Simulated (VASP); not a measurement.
Input of a VASP 6.6.1 run:

Contents of INCAR:

```
SYSTEM = Co
PREC     = Accurate       ! precision mode
ENCUT    = 520            ! plane-wave cutoff, eV
EDIFF    = 1E-7           ! SCF threshold, eV
ISMEAR   = 0              ! smearing method
SIGMA    = 0.15           ! smearing width, eV
LREAL    = .False.        ! projectors in reciprocal space
LASPH    = .True.         ! aspherical terms in the spheres
NELM     = 150            ! most SCF steps
ALGO     = Normal         ! electronic algorithm
ISIF     = 2              ! what is computed and relaxed
LWAVE    = .False.        ! write WAVECAR
LCHARG   = .False.        ! write CHGCAR
ISPIN    = 2              ! spin polarisation
MAGMOM   = 1.79 1.79      ! initial moments
LORBIT   = 11             ! projections on sites
LMAXMIX  = 4              ! l up to which the mixer works
GGA      = PS             ! functional
NBANDS   = 20             ! bands
```

Contents of KPOINTS:

```
regular mesh
0
Gamma
  21 21 12
  0 0 0
```

File POSCAR:

```
Co
1.0
    2.4064000000      0.0000000000      0.0000000000
   -1.2032000000      2.0840035317      0.0000000000
    0.0000000000      0.0000000000      3.4913000000
Co
2
Direct
    0.3333333333      0.6666666667      0.2500000000
    0.6666666667      0.3333333333      0.7500000000
```

Potentials or basis: VASP PAW PBE potentials, release 64 (Co).

Launch:

```sh
$ cat potpaw_PBE.64/Co/POTCAR > POTCAR
$ mpirun -np 1 vasp_std > vasp.out
```

Q: Estimate the site moments.

A: Co +1.12 μB.

Q: Predict the net moment.

A: 2.29 μB per cell.

Q: Estimate the pressure.

A: 58.9 GPa.

Stress tensor (GPa, compression positive):
```
43.73  0.00  0.00
 0.00 43.73  0.00
 0.00  0.00 89.31
```

Caveat: the PAW data sets were made with another functional, which shifts forces and pressure a little.
